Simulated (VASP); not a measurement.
A run of VASP 6.6.1:

Contents of INCAR:

```
SYSTEM = Y
PREC = Accurate
ENCUT = 520
EDIFF = 1E-7
ISMEAR = 0
SIGMA = 0.1
LREAL = .False.
LASPH = .True.
NELM = 80
ALGO = Fast
ISIF = 2
LWAVE = .False.
LCHARG = .True.
GGA = PE
LELF = .True.
LVHAR = .True.
NBANDS = 24
```

Contents of KPOINTS:

```
Automatic mesh
0
Gamma
  4 4 4
  0 0 0
```

File POSCAR:

```
Y
1.0
    4.8685108200      0.0000000000      0.0000000000
    0.0000000000      4.8685108200      0.0000000000
    0.0000000000      0.0000000000      4.8685108200
Y
3
Direct
    0.5000000000      0.0000000000      0.0000000000
    0.0000000000      0.5000000000      0.0000000000
    0.0000000000      0.0000000000      0.5000000000
```

Potentials or basis: VASP PAW PBE potentials, release 64 (Y_sv).

The run is started by

```bash
$ cat potpaw_PBE.64/Y_sv/POTCAR > POTCAR
$ mpirun -np 1 vasp_std > vasp.out
```

Hardware: 1 thread of Intel(R) Xeon(R) Platinum 8259CL CPU @ 2.50GHz (Skylake/Cascade Lake), with other jobs on the host.

Problem. How long does it take, and how much memory?

Solution. It took 76 s on 1 thread of Intel(R) Xeon(R) Platinum 8259CL CPU @ 2.50GHz (Skylake/Cascade Lake) (shared host), peak memory 0.21 GiB. Counts: scf iterations 27, k points 10.
